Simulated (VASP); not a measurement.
# Sn4O7 (a cell with a defect) in VASP: a series of runs, part 2 of 2

VASP 6.6.1. The steps go on from the part before.

## Step 3: Single point, PBE+D3(BJ)

Input file INCAR:

```
SYSTEM = Sn4O7
ALGO = Normal ; EDIFF = 1E-6
ENCUT = 520 ; GGA = PE
ISIF = 2 ; ISMEAR = 0
IVDW = 12 ; KPAR = 4
LASPH = .TRUE. ; LCHARG = .FALSE.
LREAL = .FALSE. ; LWAVE = .FALSE.
NBANDS = 60 ; NELECT = 96.0
NELM = 60 ; PREC = Accurate
SIGMA = 0.05
```

Input file KPOINTS:

```
k-points
0
G
  6 6 6
  0 0 0
```

Input file POSCAR:

```
Sn4O7
1.0
    3.2375465924      1.8691983966      4.2928880043
   -3.2375465924      1.8691983966      4.2928880043
    0.0000000000     -3.7383967932      4.2928880043
Sn O
4 7
Direct
    0.8647861010      0.8647861010      0.8647861010
    0.3647882246      0.3647882246      0.8647861258
    0.3647882246      0.8647861258      0.3647882246
    0.8647861258      0.3647882246      0.3647882246
    0.6211712003      0.1211725069      0.6211712003
    0.6211712003      0.6211712003      0.1211725069
    0.6084038764      0.6084038764      0.6084038764
    0.1211729409      0.1211729409      0.1211729409
    0.1835434435     -0.0998694652      0.6835440495
    0.1084008301      0.6084039388      0.1084008301
    0.6084039388      0.1084008301      0.1084008301
```

Potentials or basis: VASP PAW PBE potentials, release 64 (Sn_d, O).

The run is started by

```sh
$ cat potpaw_PBE.64/Sn_d/POTCAR potpaw_PBE.64/O/POTCAR > POTCAR
$ mpirun -np 4 vasp_std > vasp.out
```

OUTCAR:

```text
SYSTEM = Sn4O7
   EDIFF = 1E-6
   ENCUT = 520
   GGA = PE
   ISIF = 2
   ISMEAR = 0
   IVDW = 12
   LASPH = .TRUE.
   LREAL = .FALSE.
   NELECT = 96.0
   NELM = 60
   PREC = Accurate
 IVDW          = 12

 ion  position               nearest neighbor table
   1  0.865  0.865  0.865-   9 1.79  10 2.12  11 2.12   6 2.12   5 2.12   4 3.24   3 3.24   4 3.24
                             3 3.24   2 3.24   2 3.24
   2  0.365  0.365  0.865-   5 2.12   7 2.12   8 2.12  10 2.12  11 2.12   9 2.78   4 3.24   3 3.24
                             1 3.24   1 3.24   4 3.24   3 3.24
   3  0.365  0.865  0.365-   9 1.79   6 2.12   7 2.12   8 2.12  11 2.12   2 3.24   4 3.24   1 3.24
                             1 3.24   2 3.24   4 3.24
   4  0.865  0.365  0.365-   5 2.12   6 2.12   7 2.12   8 2.12  10 2.12   2 3.24   3 3.24   1 3.24
                             1 3.24   2 3.24   3 3.24
   5  0.621  0.121  0.621-   4 2.12   2 2.12   1 2.12
   6  0.621  0.621  0.121-   3 2.12   4 2.12   1 2.12
   7  0.608  0.608  0.608-   2 2.12   3 2.12   4 2.12
   8  0.121  0.121  0.121-   2 2.12   3 2.12   4 2.12
   9  0.184  0.900  0.684-   3 1.79   1 1.79   2 2.78
[... 221 lines left out ...]
      6     -15.4971      2.00000
[... 1501 lines left out ...]
     59      13.8241      0.00000
     60      14.5478      0.00000

 [... further k-points ...]

------------------------ aborting loop because EDIFF is reached ----------------------------------------

 Edisp (eV)   -2.20458

 E8    (eV) :    -0.8916

  FORCE on cell =-STRESS in cart. coord.  units (eV):
  Direction    XX          YY          ZZ          XY          YZ          ZX
  --------------------------------------------------------------------------------------
  -------------------------------------------------------------------------------------
  Total     -11.18523    -6.26930   -24.38671     4.25732    -0.01608     0.02785
  in kB    -114.96969   -64.44029  -250.66380    43.75975    -0.16531     0.28630
  external pressure =     -143.36 kB  Pullay stress =        0.00 kB

 VOLUME and BASIS-vectors are now :
 -----------------------------------------------------------------------------
  energy-cutoff  :      520.00
  volume of cell :      155.87
      direct lattice vectors                 reciprocal lattice vectors
     3.237546592  1.869198397  4.292888004     0.154437932  0.089164782  0.077647806
    -3.237546592  1.869198397  4.292888004    -0.154437932  0.089164782  0.077647806
     0.000000000 -3.738396793  4.292888004     0.000000000 -0.178329563  0.077647806

 POSITION                                       TOTAL-FORCE (eV/Angst)
 -----------------------------------------------------------------------------------
      0.00000      0.00000     11.13729        -4.967555     -6.946535     -1.731550
      0.00000     -1.86919      6.84442         1.996591     -1.152732      2.651369
     -1.61877      0.93460      6.84442         3.532098      7.775296     -1.731550
      1.61877      0.93460      6.84442        -1.651638      0.953573     -1.746028
      1.61877     -0.93460      5.85342         0.507365      0.688089      0.111942
      0.00000      1.86919      5.85342         0.145074     -0.083759     -0.151412
      0.00000      0.00000      7.83543         1.264315     -0.292903     -0.292417
      0.00000      0.00000      1.56055        -0.342220     -0.783435      0.111942
     -2.31998     -0.52976      7.58647        -1.213189      0.700435      3.242905
     -1.61878      0.93461      3.54252         0.885819     -0.948477     -0.292417
      1.61878      0.93461      3.54252        -0.156662      0.090449     -0.172783
 -----------------------------------------------------------------------------------
    total drift:                                0.018057      0.030956      0.001019

  FREE ENERGIE OF THE ION-ELECTRON SYSTEM (eV)
  ---------------------------------------------------
  free  energy   TOTEN  =       -75.8494652436 eV

  energy  without entropy=      -75.8489990632  energy(sigma->0) =      -75.84923215
```

It took 2.6 min on 4 MPI ranks of Intel Xeon Platinum 8259CL at 2.50GHz (Skylake/Cascade Lake), shared host; peak memory 0.56 GiB.

Results:

```yaml
Free_energy: -75.8495 eV
Largest_force: 8.714 eV/Å
Dispersion_energy_per_atom: -0.200 eV
```

Forces on the atoms (eV/Å):
```
Sn  -4.968 -6.947 -1.732
Sn   1.997 -1.153  2.651
Sn   3.532  7.775 -1.732
Sn  -1.652  0.954 -1.746
O    0.507  0.688  0.112
O    0.145 -0.084 -0.151
O    1.264 -0.293 -0.292
O   -0.342 -0.783  0.112
O   -1.213  0.700  3.243
O    0.886 -0.948 -0.292
O   -0.157  0.090 -0.173
```

Levels at points of the mesh, in eV from the Fermi level:
| k point | band 45 | band 46 | band 47 | band 48 | band 49 | band 50 | band 51 | band 52 |
| --- | --- | --- | --- | --- | --- | --- | --- | --- |
| (0.00, 0.00, 0.00) | -0.92 | -0.60 | -0.50 | -0.17 | 0.00 | 2.70 | 3.70 | 4.51 |
| (0.50, 0.00, 0.00) | -0.83 | -0.75 | -0.63 | -0.09 | 1.53 | 2.45 | 3.41 | 4.10 |
| (0.00, 0.50, 0.00) | -0.87 | -0.82 | -0.38 | -0.22 | 1.54 | 2.48 | 3.27 | 4.61 |
| (0.50, 0.50, 0.00) | -1.36 | -1.20 | -0.50 | -0.45 | 2.03 | 2.53 | 3.59 | 3.99 |
| (0.50, 0.00, 0.50) | -1.29 | -0.99 | -0.66 | -0.21 | 1.73 | 2.75 | 3.20 | 4.25 |
| (0.50, 0.50, 0.50) | -1.41 | -1.31 | -1.19 | -1.18 | 1.50 | 2.48 | 3.82 | 4.49 |

Caveat: the cell carries a net charge on a neutralising background, which shifts energy and pressure; the cell differs from its parent crystal (atoms taken out, atom 9 moved 0.333 of the way to it and +0.600 Å across, host rigid); the cell is charged against a uniform background, so pressure and absolute levels hang on convention; spin-orbit coupling is left out, which moves the levels of the heavy elements.
